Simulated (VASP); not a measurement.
Write the native input for VASP 6.6.1 that does the following.

| Property | Result |
| --- | --- |
| Task | single point |
| Functional | PBEsol |
| Potentials or basis | VASP PAW PBE potentials, release 64 (Sr_sv) |
| Cutoff | 520 eV |
| k mesh | 10 × 10 × 10 |
| Occupations | gaussian, width 0.03 eV |
| Spin | no spin polarisation |
| Dipole correction | no |
| Further INCAR settings | ALGO = Fast; EDIFF = 1e-07; NBANDS = 11 |

The structure of Sr lies in POSCAR:

```
Sr
1.0
    0.0000000000      2.7875846061      3.6238599879
    2.7875846061      0.0000000000      3.6238599879
    2.7875846061      2.7875846061      0.0000000000
Sr
1
Direct
    0.0000000000      0.0000000000      0.0000000000
```

This cell differs from its parent crystal: ratio of the length along z to the lengths across it x 1.3, volume and fractional coordinates fixed.

One way to write it, as run:

INCAR

```
SYSTEM = Sr
  ALGO = Fast
  EDIFF = 1E-7
  ENCUT = 520
  GGA = PS
  ISIF = 2
  ISMEAR = 0
  LASPH = .True.
  LCHARG = .False.
  LREAL = .False.
  LWAVE = .False.
  NBANDS = 11
  NELM = 100
  PREC = Accurate
  SIGMA = 0.03
```

KPOINTS

```
k-points
0
Gamma
  10 10 10
  0 0 0
```

Potentials or basis: VASP PAW PBE potentials, release 64 (Sr_sv).

The run is started by

```sh
$ cat potpaw_PBE.64/Sr_sv/POTCAR > POTCAR
$ mpirun -np 1 vasp_std > vasp.out
```

It gave:

```yaml
Pressure: -0.9 GPa
Band_gap_on_the_k_mesh: zero (bands 5 and 6 overlap by 0.20 eV)
```

Caveat: the PAW data sets were made with another functional, which shifts forces and pressure a little.

It took 2.2 min on 1 thread of Intel Xeon 8259CL, on a shared host, peak memory 0.23 GiB.
